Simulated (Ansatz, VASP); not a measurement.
**Two plane-wave programs on Pd**

```
Pd
1.0
     2.63945    0.00000    0.00000
     0.00000    2.63945    0.00000
     0.00000    0.00000    2.56066
Pd
1
Direct
  0.00000 0.00000 0.00000
```

Change from the starting cell: z stretched by -2 % at fixed volume, PAW files.

Alike in both runs: task electric field gradients; functional PBE; k mesh 13 × 13 × 13; occupations fermi-dirac, width 0.03 eV; no spin polarisation.

|  | VASP | Ansatz |
| --- | --- | --- |
| version | VASP 6.6.1 | Ansatz 0.2.0 |
| potentials or method | VASP PAW PBE potentials, release 64 (Pd) | PAW with Ansatz's default frozen-core files, scalar-relativistic |
| plane-wave cutoff (eV) | 520 | 420 |
| valence electrons in the cell | 10 | 18 |

```csv
,VASP,Ansatz,Ansatz less VASP
pressure (GPa),0.0,0.3,+0.32
"traceless stress, the component that is largest in VASP (GPa)",5.74,5.82,+0.076
size of Vzz on the site where it differs most (V/Å²),6.3,17.3,+11.00
```

VASP's potentials hold 10 valence electrons a cell and Ansatz's 18, so a difference there can come from the potentials and not from the codes.
